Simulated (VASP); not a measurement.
A run of VASP 6.6.1:

INCAR

```
SYSTEM = SrOs3
PREC = Accurate
ENCUT = 600
EDIFF = 1E-8
ISMEAR = 0
SIGMA = 0.05
LREAL = .False.
LASPH = .True.
NELM = 80
ALGO = Normal
ISIF = 3
LWAVE = .False.
LCHARG = .False.
GGA = PS
IBRION = 6
NFREE = 2
POTIM = 0.015
NSW = 1
```

KPOINTS

```
regular mesh
0
Gamma
  8 8 8
  0 0 0
```

POSCAR

```
SrOs3
1.0
    4.0685293018      0.0000000000      0.0000000000
    0.0000000000      4.0685293018      0.0000000000
    0.0000000000      0.0000000000      4.0685293018
Sr Os
1 3
Direct
    0.0000000000      0.0000000000      0.0000000000
    0.0000000000      0.5000000000      0.5000000000
    0.5000000000      0.5000000000      0.0000000000
    0.5000000000      0.0000000000      0.5000000000
```

Potentials or basis: VASP PAW PBE potentials, release 64 (Sr_sv, Os).

Launch:

```console
$ cat potpaw_PBE.64/Sr_sv/POTCAR potpaw_PBE.64/Os/POTCAR > POTCAR
$ mpirun -np 1 vasp_std > vasp.out
```

Hardware: 1 thread of Intel(R) Xeon(R) Platinum 8259CL CPU @ 2.50GHz (Skylake/Cascade Lake), on a shared host.

Task: How long does it take, and how much memory?

Result: Run time: 55 min on 1 thread of Intel(R) Xeon(R) Platinum 8259CL CPU @ 2.50GHz (Skylake/Cascade Lake), with other jobs on the host, peak memory 0.58 GiB. Counts: scf iterations 275, k points 35.
